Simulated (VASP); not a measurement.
Input of a VASP 6.6.1 run:

File INCAR:

```
SYSTEM = Si
  AGGAC = 1.0
  AGGAX = 1.0
  ALDAC = 0.0
  ALDAX = 1.0
  ALGO = Normal
  EDIFF = 1E-7
  ENCUT = 520
  GGA = B5
  ISIF = 2
  ISMEAR = -1
  LASPH = .TRUE.
  LCHARG = .TRUE.
  LELF = .TRUE.
  LREAL = .FALSE.
  LVHAR = .TRUE.
  LWAVE = .FALSE.
  NBANDS = 11
  NELM = 60
  PREC = Accurate
  SIGMA = 0.05
```

File KPOINTS:

```
k-points
0
G
  8 8 8
  0 0 0
```

File POSCAR:

```
Si
1.0
    0.0000000000      2.7398772164      2.7398772164
    2.7398772164      0.0000000000      2.7398772164
    2.7398772164      2.7398772164      0.0000000000
Si
2
Direct
    0.5000000000      0.5000000000      0.5000000000
    0.7500000000      0.7500000000      0.7500000000
```

Potentials or basis: VASP PAW PBE potentials, release 64 (Si).

Command:

```sh
$ cat potpaw_PBE.64/Si/POTCAR > POTCAR
$ mpirun -np 1 vasp_std > vasp.out
```

**Question.** What does it give for the pressure?

**Answer.** 2.5 GPa.

**Question.** Estimate the band gap on the k mesh.

**Answer.** 0.88 eV, indirect (least direct gap 2.69 eV).

Caveat: the PAW data sets were made with another functional, which shifts forces and pressure a little. A hybrid or GW would open this gap; BLYP tends to underestimate it.
